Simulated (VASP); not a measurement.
A run of VASP 6.6.1 is set up as follows.

Contents of POSCAR:

```
Al3Cu
1.0
    3.8891206689      0.0000000000      0.0000000000
    0.0000000000      3.8891206689      0.0000000000
    0.0000000000      0.0000000000      3.8891206689
Al Cu
3 1
Direct
    0.0000000000      0.5000000000      0.5000000000
    0.5000000000      0.0000000000      0.5000000000
    0.5000000000      0.5000000000      0.0000000000
    0.0000000000      0.0000000000      0.0000000000
```

File INCAR.step1:

```
SYSTEM = Al3Cu
PREC = Accurate
ENCUT = 520
ISMEAR = 0
SIGMA = 0.1
LREAL = .FALSE.
LASPH = .TRUE.
NELM = 60
NBANDS = 18
GGA = PE
ALGO = Normal
EDIFF = 1E-4
LWAVE = .TRUE.
LCHARG = .FALSE.
```

Contents of INCAR.step2:

```
SYSTEM = Al3Cu
PREC = Accurate
ENCUT = 520
EDIFF = 1E-7
ISMEAR = 0
SIGMA = 0.1
LREAL = .FALSE.
LASPH = .TRUE.
NELM = 60
ALGO = Normal
ISIF = 2
LWAVE = .FALSE.
LCHARG = .FALSE.
METAGGA = R2SCAN
LMIXTAU = .TRUE.
NBANDS = 18
ISTART = 1
```

The input KPOINTS:

```
regular mesh
0
G
  12 12 12
  0 0 0
```

Potentials or basis: VASP PAW PBE potentials, release 64 (Al, Cu).

Command:

```console
$ cat potpaw_PBE.64/Al/POTCAR potpaw_PBE.64/Cu/POTCAR > POTCAR
$ cp INCAR.step1 INCAR
$ mpirun -np 1 vasp_std > vasp.out
$ cp INCAR.step2 INCAR
$ mpirun -np 1 vasp_std > vasp.out
```

Q: What does it give for the band gap on the k mesh?

A: Zero (band 10 reaches 10.76 eV, above the bottom of band 11 at 6.56 eV).

Q: What does it give for the pressure?

A: -0.1 GPa.

Caveat: the PAW data sets were made with another functional, which shifts forces and pressure a little.
